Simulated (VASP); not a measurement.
**Be: single point with revPBE**

Crystal: Be.

```xyz
1
Lattice="0.0000 1.6124 1.6124 1.6124 0.0000 1.6124 1.6124 1.6124 0.0000" Properties=species:S:1:pos:R:3 pbc="T T T"
Be    0.0000    0.0000    0.0000
```

This cell differs from its parent crystal: volume scaled by 1.04.

```yaml
Program: VASP 6.6.1
Task: single point
Functional: revPBE
Potentials_or_basis: VASP PAW PBE potentials, release 64 (Be)
Cutoff: 520 eV
k_mesh: 19 × 19 × 19
Occupations: fermi-dirac, width 0.1 eV
Spin: no spin polarisation
```

```json
{
  "Pressure": "-4.2 GPa",
  "Band gap on the k mesh": "zero (band 1 reaches 7.75 eV, above the bottom of band 2 at 6.98 eV)"
}
```

Levels at points of the mesh, in eV from the Fermi level:
```
           k point  band 1  band 2  band 3  band 4  band 5  band 6
(0.00, 0.00, 0.00)  -11.42   18.80   18.80   18.80   28.05   28.05
```

Wall time 9.4 s on 1 thread of AMD EPYC 9R45 (Zen 5), with other jobs on the host, peak memory 0.08 GiB.

Caveat: the PAW data sets were made with another functional, which shifts forces and pressure a little.
